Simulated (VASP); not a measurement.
## CsBr: electric field gradients with PBE

The system is CsBr.

```
Cs Br
1.0
     4.24998    0.00000    0.00000
     0.00000    4.24998    0.00000
     0.00000    0.00000    4.24998
Cs Br
1 1
Direct
  0.00000 0.00000 0.00000
  0.50000 0.50000 0.50000
```

This cell differs from its parent crystal: volume scaled by 0.975.

| Property | Result |
| --- | --- |
| Program | VASP 6.6.1 |
| Task | electric field gradients |
| Functional | PBE |
| Potentials or basis | VASP PAW PBE potentials, release 64 (Cs_sv, Br) |
| Cutoff | 400 eV |
| k mesh | 6 × 6 × 6 |
| Occupations | fermi-dirac, width 0.03 eV |
| Spin | no spin polarisation |
| Dipole correction | no |
| Further INCAR settings | ALGO = Normal; EDIFF = 1e-08; NBANDS = 15 |

```json
{"Pressure": "1.5 GPa", "Band gap on the k mesh": "4.61 eV, direct"}
```

Levels at points of the mesh, in eV from the valence-band top:
```
           k point  band 4  band 5  band 6  band 7  band 8  band 9  band 10  band 11  band 12  band 13
(0.00, 0.00, 0.00)   -6.33   -6.33    0.00    0.00    0.00    4.61     4.88     4.88     9.20     9.20
(0.50, 0.00, 0.00)   -6.21   -6.21   -1.39   -0.24   -0.24    5.92     7.43     7.91     8.32     8.99
(0.50, 0.50, 0.00)   -6.97   -6.14   -0.59   -0.59   -0.01    5.28     5.52     7.25     7.25    11.31
(0.50, 0.50, 0.50)   -6.76   -6.76   -1.25   -1.25   -1.25    8.44     8.44     8.44     9.30     9.30
```

It took 13 s on 1 thread of Intel(R) Xeon(R) 6975P-C (Granite Rapids), on a shared host, peak memory 0.15 GiB.

Caveat: without QUAD_EFG the Cq values of the log hold for a quadrupole moment of 1 mb, not for the nuclei; spin-orbit coupling is left out, which moves the levels of the heavy elements. A k mesh can miss the band edges.
